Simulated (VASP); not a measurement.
# PbF2 (P4_2/mnm) in VASP: further runs

Aim: see how the results for PbF2 move with the level of theory and the settings. Levels: PBEsol, r2SCAN. Tasks: single point.

Everything below comes from runs of VASP 6.6.1. Logs are shortened: lines on timing, memory, paths and dates and some standing lists are left out, and cuts for length are marked.

### 1 The cell of the first run

Symmetry: P4_2/mnm, No. 136, tetragonal system. The conventional cell has a = 5.578 Å, b = 5.578 Å, c = 3.940 Å, α = 90.00°, β = 90.00°, γ = 90.00°. Pb (site symmetry mmm) has 6 F at 2.44 to 2.48 Å within 3.2 Å. F (site symmetry m2m) has 3 Pb at 2.44 to 2.48 Å and 1 F at 3.01 Å within 3.2 Å.

### 2 Single point, PBEsol

The input, INCAR:

```
SYSTEM = PbF2
  PREC = Accurate
  ENCUT = 520
  EDIFF = 1E-6
  ISMEAR = 0
  SIGMA = 0.01
  LREAL = .False.
  LASPH = .True.
  NELM = 80
  ALGO = Normal
  ISIF = 2
  LWAVE = .False.
  LCHARG = .True.
  GGA = PS
  LELF = .True.
  LVHAR = .True.
  NBANDS = 37
```

The input, KPOINTS:

```
regular mesh
0
Gamma
  4 4 4
  0 0 0
```

The input, POSCAR:

```
PbF2
1.0
    5.5782091968      0.0000000000      0.0000000000
    0.0000000000      5.5782091968      0.0000000000
    0.0000000000      0.0000000000      3.9398845654
Pb F
2 4
Direct
    0.0000000000      0.0000000000      0.0000000000
    0.5000000000      0.5000000000      0.5000000000
    0.3092282397      0.3092282397      0.0000000000
    0.1907717603      0.8092282397      0.5000000000
    0.8092282397      0.1907717603      0.5000000000
    0.6907717603      0.6907717603      0.0000000000
```

Potentials or basis: VASP PAW PBE potentials, release 64 (Pb_d, F).

Launch:

```console
$ cat potpaw_PBE.64/Pb_d/POTCAR potpaw_PBE.64/F/POTCAR > POTCAR
$ mpirun -np 1 vasp_std > vasp.out
```

OUTCAR:

```text
SYSTEM = PbF2
   PREC = Accurate
   ENCUT = 520
   EDIFF = 1E-6
   ISMEAR = 0
   LREAL = .False.
   LASPH = .True.
   NELM = 80
   ISIF = 2
   GGA = PS

 ion  position               nearest neighbor table
   1  0.000  0.000  0.000-   3 2.44   6 2.44   5 2.48   4 2.48   4 2.48   5 2.48
   2  0.500  0.500  0.500-   4 2.44   5 2.44   3 2.48   6 2.48   3 2.48   6 2.48
   3  0.309  0.309  0.000-   1 2.44   2 2.48   2 2.48
   4  0.191  0.809  0.500-   2 2.44   1 2.48   1 2.48
   5  0.809  0.191  0.500-   2 2.44   1 2.48   1 2.48
   6  0.691  0.691  0.000-   1 2.44   2 2.48   2 2.48

  LATTYP: Found a simple tetragonal cell.
 ALAT       =     5.5782091968
 C/A-ratio  =     0.7062991771

  Lattice vectors:

 A1 = (   5.5782091968,   0.0000000000,   0.0000000000)
 A2 = (   0.0000000000,   5.5782091968,   0.0000000000)
 A3 = (   0.0000000000,   0.0000000000,   3.9398845654)

Analysis of symmetry for initial positions (statically):
=====================================================================
 Subroutine PRICEL returns:
 Original cell was already a primitive cell.

 Routine SETGRP: Setting up the symmetry group for a
 simple tetragonal supercell.

 Subroutine GETGRP returns: Found 16 space group operations
 (whereof  8 operations were pure point group operations)
 out of a pool of 16 trial point group operations.

The static configuration has the point symmetry D_2h.
 The point group associated with its full space group is D_4h.

Analysis of symmetry for dynamics (positions and initial velocities):
=====================================================================
 Subroutine PRICEL returns:
 Original cell was already a primitive cell.

 Routine SETGRP: Setting up the symmetry group for a
 simple tetragonal supercell.

 Subroutine GETGRP returns: Found 16 space group operations
 (whereof  8 operations were pure point group operations)
 out of a pool of 16 trial point group operations.

The dynamic configuration has the point symmetry D_2h.
 The point group associated with its full space group is D_4h.

 Subroutine INISYM returns: Found 16 space group operations
 (whereof  8 operations are pure point group operations),
 and found     1 'primitive' translations

----------------------------------------------------------------------------------------

                                     Primitive cell

  volume of cell :     122.5951

  direct lattice vectors                    reciprocal lattice vectors
     5.578209197  0.000000000  0.000000000     0.179269003  0.000000000  0.000000000
     0.000000000  5.578209197  0.000000000     0.000000000  0.179269003  0.000000000
     0.000000000  0.000000000  3.939884565     0.000000000  0.000000000  0.253814543

  length of vectors
     5.578209197  5.578209197  3.939884565     0.179269003  0.179269003  0.253814543

  position of ions in fractional coordinates (direct lattice)
     0.000000000  0.000000000  0.000000000
     0.500000000  0.500000000  0.500000000
     0.309228240  0.309228240  0.000000000
     0.190771760  0.809228240  0.500000000
     0.809228240  0.190771760  0.500000000
     0.690771760  0.690771760  0.000000000

  ion indices of the primitive-cell ions
   primitive index   ion index
                 1           1
                 2           2
                 3           3
                 4           4
                 5           5
                 6           6

----------------------------------------------------------------------------------------

 KPOINTS: regular mesh

Automatic generation of k-mesh.
 Grid dimensions read from file:
 generate k-points for:    4    4    4

 Generating k-lattice:

  Cartesian coordinates                     Fractional coordinates (reciprocal lattice)
     0.044817251  0.000000000  0.000000000     0.250000000  0.000000000  0.000000000
     0.000000000  0.044817251  0.000000000     0.000000000  0.250000000  0.000000000
     0.000000000  0.000000000  0.063453636     0.000000000  0.000000000  0.250000000

  Length of vectors
     0.044817251  0.044817251  0.063453636

  Shift w.r.t. Gamma in fractional coordinates (k-lattice)
     0.000000000  0.000000000  0.000000000

 Subroutine IBZKPT returns following result:
 ===========================================

 Found     18 irreducible k-points:

 Following reciprocal coordinates:
            Coordinates               Weight
  0.000000  0.000000  0.000000      1.000000
  0.250000  0.000000  0.000000      4.000000
  0.500000  0.000000  0.000000      2.000000
  0.250000  0.250000  0.000000      4.000000
  0.500000  0.250000  0.000000      4.000000
  0.500000  0.500000  0.000000      1.000000
[... 10 lines left out ...]
  0.500000  0.250000  0.500000      4.000000
  0.500000  0.500000  0.500000      1.000000
   k-points           NKPTS =     18   k-points in BZ     NKDIM =     18   number of bands    NBANDS=     37
   number of dos      NEDOS =    301   number of ions     NIONS =      6
   total plane-waves  NPLWV =  52920
   dimension x,y,z NGX =    42 NGY =   42 NGZ =   30
   dimension x,y,z NGXF=    84 NGYF=   84 NGZF=   60
   ions per type =               2   4
   NGX,Y,Z   is equivalent  to a cutoff of  12.52, 12.52, 12.66 a.u.
   NGXF,Y,Z  is equivalent  to a cutoff of  25.03, 25.03, 25.32 a.u.
 SYSTEM =  PbF2
   PREC   = accura    normal or accurate (medium, high low for compatibility)
   ISTART =      0    job   : 0-new  1-cont  2-samecut
   ICHARG =      2    charge: 1-file 2-atom 10-const
   ISPIN  =      1    spin polarized calculation?
   LNONCOLLINEAR =      F non collinear calculations
   LSORBIT =      F    spin-orbit coupling
   LASPH  =      T    aspherical Exc in radial PAW
   ENCUT  =  520.0 eV  38.22 Ry    6.18 a.u.  10.37 10.37  7.33*2*pi/ulx,y,z
   NELM   =     80;   NELMIN=  2; NELMDL= -5     # of ELM steps
   EDIFF  = 0.1E-05   stopping-criterion for ELM
   LREAL  =      F    real-space projection
   EDIFFG = 0.1E-04   stopping-criterion for IOM
   NSW    =      0    number of steps for IOM
   IBRION =     -1    ionic relax: 0-MD 1-quasi-New 2-CG
   NFREE  =      0    steps in history (QN), initial steepest desc. (CG)
   ISIF   =      2    stress and relaxation
   ISYM   =      2    0-nonsym 1-usesym 2-fastsym
   POTIM  = 0.5000    time-step for ionic-motion
   TEBEG  =    0.0;   TEEND  =   0.0 temperature during run
   PSTRESS=    0.0 pullay stress
   NELECT =      56.0000    total number of electrons
   NUPDOWN=      -1.0000    fix difference up-down
   EMIN   =  10.00;   EMAX   =-10.00  energy-range for DOS
   EFERMI =   0.00;   METHOD = LEGACY
   ISMEAR =     0;   SIGMA  =   0.01  broadening in eV -4-tet -1-fermi 0-gaus
   EFERMI_NEDOS =   21; number of points for ismear=-14 and -15
   IALGO  =     38    algorithm
   IMIX   =      4    mixing-type and parameters
     AMIX     =   0.40;   BMIX     =  1.00
     AMIX_MAG =   1.60;   BMIX_MAG =  1.00
  volume/ion in A,a.u.               =      20.43       137.89
  Fermi-wavevector in a.u.,A,eV,Ry     =   1.260801  2.382568 21.628075  1.589619
  Thomas-Fermi vector in A             =   2.394292
   LORBIT       =      0    0 simple, 1 ext, 2 COOP (PROOUT), +10 PAW based schemes
   GGA     = PS    functional components
   LHFCALC =     F    Hartree Fock is set to
   AEXX    =    0.0000 exact exchange contribution
   IVDW    =     0    specifies the selected vdW correction
   LEPSILON=     F    determine dielectric tensor
   LRPA    =     F    only Hartree local field effects (RPA)
 non-spin polarized calculation
 Gauss-broadening in eV      SIGMA  =   0.01
  energy-cutoff  :      520.00
  volume of cell :      122.60
 maximum number of plane-waves:      3332
 NGX is ok and might be reduce to    42
   NGX = 21   NGY = 21   NGZ = 15

 number of electron      55.9999956 magnetization

 Free energy of the ion-electron system (eV)
  ---------------------------------------------------
  ext. energy  EPLUGINS =         0.00000000
  ---------------------------------------------------
  free energy    TOTEN  =       -29.42434157 eV

  energy without entropy =      -29.42434157  energy(sigma->0) =      -29.42434157

 E-fermi :   1.0134     XC(G=0):  -8.7026

 val. band max:        0.9623141411   @ k =   0.0000   0.0000   0.2500
 cond. band min:       4.6025743504   @ k =   0.5000   0.5000   0.0000
 fundamental gap:      3.6402602093
 Fermi energy:         1.0133631592

 k-point     1 :       0.0000    0.0000    0.0000
  band No.  band energies     occupation
      1     -20.4080      2.00000
      2     -20.2536      2.00000
      3     -20.1327      2.00000
      4     -20.1327      2.00000
      5     -14.0292      2.00000
      6     -14.0131      2.00000
[... 29 lines left out ...]
     36       9.7273      0.00000
     37      10.9240      0.00000

 k-point     2 :       0.2500    0.0000    0.0000
  band No.  band energies     occupation
      1     -20.3757      2.00000
      2     -20.2560      2.00000
      3     -20.1545      2.00000
      4     -20.1440      2.00000
      5     -14.0198      2.00000
      6     -13.9876      2.00000
[... 29 lines left out ...]
     36      10.3192      0.00000
     37      11.3542      0.00000

 k-point     3 :       0.5000    0.0000    0.0000
  band No.  band energies     occupation
      1     -20.3019      2.00000
      2     -20.3019      2.00000
      3     -20.1644      2.00000
      4     -20.1644      2.00000
      5     -13.9993      2.00000
      6     -13.9993      2.00000
[... 29 lines left out ...]
     36      11.1169      0.00000
     37      12.5971      0.00000
[... 521 lines left out ...]
 k-point    17 :       0.5000    0.2500    0.5000
  band No.  band energies     occupation
      1     -20.2402      2.00000
      2     -20.2402      2.00000
      3     -20.1996      2.00000
      4     -20.1996      2.00000
      5     -13.9844      2.00000
      6     -13.9844      2.00000
[... 29 lines left out ...]
     36      11.0271      0.00000
     37      12.4028      0.00000

 k-point    18 :       0.5000    0.5000    0.5000
  band No.  band energies     occupation
      1     -20.2477      2.00000
      2     -20.2477      2.00000
      3     -20.1918      2.00000
      4     -20.1918      2.00000
      5     -13.9638      2.00000
      6     -13.9638      2.00000
[... 29 lines left out ...]
     36      12.0175      0.00000
     37      12.9573      0.00000

------------------------ aborting loop because EDIFF is reached ----------------------------------------

  FORCE on cell =-STRESS in cart. coord.  units (eV):
  Direction    XX          YY          ZZ          XY          YZ          ZX
  --------------------------------------------------------------------------------------
  -------------------------------------------------------------------------------------
  Total       -0.4186171     -0.4186171     -0.9348098     -0.0000000      0.0000000      0.0000000
  in kB       -5.4708449     -5.4708449    -12.2168919     -0.0000000      0.0000000      0.0000000
  external PRESSURE =      -7.7195273 kB  Pullay stress =       0.0000000 kB

 VOLUME and BASIS-vectors are now :
 -----------------------------------------------------------------------------
  energy-cutoff  :      520.00
  volume of cell :      122.60
      direct lattice vectors                 reciprocal lattice vectors
     5.578209197  0.000000000  0.000000000     0.179269003  0.000000000  0.000000000
     0.000000000  5.578209197  0.000000000     0.000000000  0.179269003  0.000000000
     0.000000000  0.000000000  3.939884565     0.000000000  0.000000000  0.253814543

 POSITION                                       TOTAL-FORCE (eV/Angst)
 -----------------------------------------------------------------------------------
      0.00000      0.00000      0.00000         0.000000      0.000000     -0.000000
      2.78910      2.78910      1.96994         0.000000      0.000000     -0.000000
      1.72494      1.72494      0.00000        -0.003392     -0.003392     -0.000000
      1.06416      4.51404      1.96994         0.003392     -0.003392     -0.000000
      4.51404      1.06416      1.96994        -0.003392      0.003392      0.000000
      3.85327      3.85327      0.00000         0.003392      0.003392      0.000000
 -----------------------------------------------------------------------------------
    total drift:                                0.000000      0.000000     -0.000000

  FREE ENERGIE OF THE ION-ELECTRON SYSTEM (eV)
  ---------------------------------------------------
  free  energy   TOTEN  =       -29.4243415729 eV

  energy  without entropy=      -29.4243415729  energy(sigma->0) =      -29.42434157
```

It took 78 s on 1 thread of Intel Xeon Platinum 8488C (Sapphire Rapids), shared host; peak memory 0.24 GiB.

Results:

```
Free energy            : -29.4243 eV
Pressure               : -0.8 GPa
Largest force          : 0.005 eV/Å
Band gap on the k mesh : 3.64 eV (least direct gap 3.84 eV)
```

Forces on the atoms (eV/Å):
```
Pb   0.000  0.000  0.000
Pb   0.000  0.000  0.000
F   -0.003 -0.003  0.000
F    0.003 -0.003  0.000
F   -0.003  0.003  0.000
F    0.003  0.003  0.000
```

Levels at points of the mesh, in eV from the valence-band top:
```
           k point  band 24  band 25  band 26  band 27  band 28  band 29  band 30  band 31  band 32  band 33
(0.00, 0.00, 0.00)    -2.58    -2.34    -2.34    -2.10    -0.08     3.77     3.77     6.97     6.97     7.06
(0.50, 0.00, 0.00)    -2.57    -2.27    -2.27    -1.29    -1.29     4.18     4.18     5.86     5.86     7.65
(0.50, 0.50, 0.00)    -2.60    -2.30    -2.30    -1.11    -1.11     3.64     3.64     6.75     6.75     7.65
(0.00, 0.00, 0.50)    -2.48    -2.42    -2.42    -0.44    -0.44     5.22     5.22     6.01     6.01     6.44
(0.50, 0.00, 0.50)    -2.37    -2.34    -2.34    -0.28    -0.28     4.18     4.18     6.16     6.16     7.25
(0.50, 0.50, 0.50)    -2.38    -2.30    -2.30    -0.78    -0.78     5.46     5.46     5.61     5.61     5.84
```

Caveat: the structure was generated, so it needn't be the stable form of PbF2; the PAW data sets were made with another functional, which shifts forces and pressure a little; spin-orbit coupling is left out, which moves the levels of the heavy elements.

### 3 Single point, r2SCAN

POSCAR is that of step 2.

The input, INCAR.step1:

```
PREC = Accurate
ENCUT = 520
ISMEAR = 1
SIGMA = 0.05
LREAL = F
LASPH = T
NELM = 80
NBANDS = 37
GGA = PE
ALGO = Normal
EDIFF = 1E-4
LWAVE = T
LCHARG = F
```

The input, INCAR.step2:

```
PREC = Accurate
ENCUT = 520
EDIFF = 1E-6
ISMEAR = 1
SIGMA = 0.05
LREAL = F
LASPH = T
NELM = 80
ALGO = Normal
ISIF = 2
LWAVE = F
LCHARG = F
METAGGA = R2SCAN
LMIXTAU = T
NBANDS = 37
ISTART = 1
```

The input, KPOINTS:

```
regular mesh
0
Gamma
  4 4 4
```

Potentials or basis: VASP PAW PBE potentials, release 64 (Pb_d, F).

Launch:

```console
$ cat potpaw_PBE.64/Pb_d/POTCAR potpaw_PBE.64/F/POTCAR > POTCAR
$ cp INCAR.step1 INCAR
$ mpirun -np 1 vasp_std > vasp.out
$ cp INCAR.step2 INCAR
$ mpirun -np 1 vasp_std > vasp.out
```

Run time: 4.4 min. Hardware: 1 thread of Intel Xeon Platinum 8488C (Sapphire Rapids), shared host; peak memory 0.27 GiB.

It converged, with:

```yaml
Free_energy: -139.7453 eV
Pressure: 0.0 GPa
Band_gap_on_the_k_mesh: 4.05 eV (least direct gap 4.32 eV)
```

Levels at points of the mesh, in eV from the valence-band top:
```csv
k point,band 26,band 27,band 28,band 29,band 30,band 31
"(0.00, 0.00, 0.00)",-2.56,-2.34,-0.07,4.25,4.25,7.56
"(0.50, 0.00, 0.00)",-2.50,-1.33,-1.33,4.62,4.62,6.39
"(0.50, 0.50, 0.00)",-2.54,-1.15,-1.15,4.05,4.05,7.34
"(0.00, 0.00, 0.50)",-2.66,-0.45,-0.45,5.75,5.75,6.48
"(0.50, 0.00, 0.50)",-2.55,-0.30,-0.30,4.72,4.72,6.67
"(0.50, 0.50, 0.50)",-2.54,-0.77,-0.77,6.01,6.01,6.11
```

Caveat: the structure was generated, so it needn't be the stable form of PbF2; the PAW data sets were made with another functional, which shifts forces and pressure a little; spin-orbit coupling is left out, which moves the levels of the heavy elements. A k mesh can miss the band edges.

### 4 Single point, r2SCAN

POSCAR is that of step 3.

The input, INCAR.step1:

```
  PREC = Accurate
  ENCUT = 520
  ISMEAR = -1
  SIGMA = 0.2
  LREAL = False
  LASPH = True
  NELM = 60
  NBANDS = 37
  GGA = PE
  ALGO = Normal
  EDIFF = 1E-4
  LWAVE = True
  LCHARG = False
```

The input, INCAR.step2:

```
  PREC = Accurate
  ENCUT = 520
  EDIFF = 1E-6
  ISMEAR = -1
  SIGMA = 0.2
  LREAL = False
  LASPH = True
  NELM = 60
  ALGO = Normal
  ISIF = 2
  LWAVE = False
  LCHARG = True
  METAGGA = R2SCAN
  LMIXTAU = True
  LELF = True
  LVHAR = True
  NBANDS = 37
  ISTART = 1
```

KPOINTS is that of step 3.

Launch:

```console
$ cat potpaw_PBE.64/Pb_d/POTCAR potpaw_PBE.64/F/POTCAR > POTCAR
$ cp INCAR.step1 INCAR
$ mpirun -np 1 vasp_std > vasp.out
$ cp INCAR.step2 INCAR
$ mpirun -np 1 vasp_std > vasp.out
```

Wall time 3.2 min (1 thread of Intel Xeon Platinum 8488C (Sapphire Rapids), shared host); peak memory 0.26 GiB.

It converged, with:

```yaml
Free_energy: -139.7453 eV
Pressure: 0.0 GPa
Band_gap_on_the_k_mesh: 4.05 eV (least direct gap 4.32 eV)
```

Levels at points of the mesh, in eV from the valence-band top:
```csv
k point,band 24,band 25,band 26,band 27,band 28,band 29,band 30,band 31,band 32,band 33
"(0.00, 0.00, 0.00)",-2.78,-2.56,-2.56,-2.34,-0.07,4.25,4.25,7.56,7.56,7.75
"(0.50, 0.00, 0.00)",-2.77,-2.50,-2.50,-1.33,-1.33,4.62,4.62,6.39,6.39,8.33
"(0.50, 0.50, 0.00)",-2.80,-2.54,-2.54,-1.15,-1.15,4.05,4.05,7.34,7.34,8.34
"(0.00, 0.00, 0.50)",-2.72,-2.66,-2.66,-0.45,-0.45,5.75,5.75,6.48,6.48,7.05
"(0.50, 0.00, 0.50)",-2.61,-2.55,-2.55,-0.30,-0.30,4.72,4.72,6.67,6.67,7.84
"(0.50, 0.50, 0.50)",-2.61,-2.54,-2.54,-0.77,-0.77,6.01,6.01,6.11,6.11,6.27
```

Caveat: the structure was generated, so it needn't be the stable form of PbF2; the PAW data sets were made with another functional, which shifts forces and pressure a little; spin-orbit coupling is left out, which moves the levels of the heavy elements.

### 5 Single point, r2SCAN

POSCAR is that of step 4.

The input, INCAR.step1:

```
PREC = Accurate
ENCUT = 520
ISMEAR = -5
SIGMA = 0.1
LREAL = F
LASPH = T
NELM = 60
NBANDS = 37
GGA = PE
ALGO = Normal
EDIFF = 1E-4
LWAVE = T
LCHARG = F
```

The input, INCAR.step2:

```
PREC = Accurate
ENCUT = 520
EDIFF = 1E-6
ISMEAR = -5
SIGMA = 0.1
LREAL = F
LASPH = T
NELM = 60
ALGO = Normal
ISIF = 2
LWAVE = F
LCHARG = F
METAGGA = R2SCAN
LMIXTAU = T
NBANDS = 37
ISTART = 1
```

KPOINTS is that of step 4.

Launch:

```console
$ cat potpaw_PBE.64/Pb_d/POTCAR potpaw_PBE.64/F/POTCAR > POTCAR
$ cp INCAR.step1 INCAR
$ mpirun -np 1 vasp_std > vasp.out
$ cp INCAR.step2 INCAR
$ mpirun -np 1 vasp_std > vasp.out
```

It took 2.9 min on 1 thread of Intel Xeon Platinum 8488C (Sapphire Rapids), shared host; peak memory 0.27 GiB.

It converged, with:

```yaml
Free_energy: -139.7453 eV
Pressure: 0.0 GPa
Band_gap_on_the_k_mesh: 4.05 eV (least direct gap 4.32 eV)
```

Levels at points of the mesh, in eV from the valence-band top:
| k point | band 25 | band 26 | band 27 | band 28 | band 29 | band 30 | band 31 | band 32 |
| --- | --- | --- | --- | --- | --- | --- | --- | --- |
| (0.00, 0.00, 0.00) | -2.56 | -2.56 | -2.34 | -0.07 | 4.25 | 4.25 | 7.56 | 7.56 |
| (0.50, 0.00, 0.00) | -2.50 | -2.50 | -1.33 | -1.33 | 4.62 | 4.62 | 6.39 | 6.39 |
| (0.50, 0.50, 0.00) | -2.54 | -2.54 | -1.15 | -1.15 | 4.05 | 4.05 | 7.34 | 7.34 |
| (0.00, 0.00, 0.50) | -2.66 | -2.66 | -0.45 | -0.45 | 5.75 | 5.75 | 6.48 | 6.48 |
| (0.50, 0.00, 0.50) | -2.55 | -2.55 | -0.30 | -0.30 | 4.72 | 4.72 | 6.67 | 6.67 |
| (0.50, 0.50, 0.50) | -2.54 | -2.54 | -0.77 | -0.77 | 6.01 | 6.01 | 6.11 | 6.11 |

Caveat: the structure was generated, so it needn't be the stable form of PbF2; the PAW data sets were made with another functional, which shifts forces and pressure a little; spin-orbit coupling is left out, which moves the levels of the heavy elements. A k mesh can miss the band edges.

(Part 1 of 2 ends here.)
